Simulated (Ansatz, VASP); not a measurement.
# Two plane-wave programs on AgCl

```xyz
2
Lattice="0.0000 2.7350 2.7350 2.7350 0.0000 2.7350 2.7350 2.7350 0.0000" Properties=species:S:1:pos:R:3 pbc="T T T"
Ag    0.0000    0.0000    0.0000
Cl    2.7350    2.7350    2.7350
```

Alike in both runs: functional r2SCAN0; k mesh 5 × 5 × 5; occupations fermi-dirac, width 0.05 eV; no spin polarisation.

```csv
,VASP,Ansatz
version,VASP 6.6.1,Ansatz 0.2.0
potentials or method,"VASP PAW PBE potentials, release 64 (Ag, Cl)",Ansatz PAW
plane-wave cutoff (eV),520,500
valence electrons in the cell,18,26
task,single point,projected density of states
```

|  | VASP | Ansatz | Ansatz less VASP |
| --- | --- | --- | --- |
| gap on the k mesh at the Fermi level (eV) | 3.62 | 3.66 | +0.040 |
| least direct gap on the mesh (eV) | 5.94 | 5.95 | +0.002 |
| pressure (GPa) | 2.5 | 2.7 | +0.20 |

VASP's potentials were made for PBE, not for r2SCAN0. VASP's potentials hold 18 valence electrons a cell and Ansatz's 26, so a difference there can come from the potentials and not from the codes.

Noted on Ansatz's run: odd divisions of the mesh miss points on the zone boundary, where band edges often lie, so the gap on the mesh can be too wide.
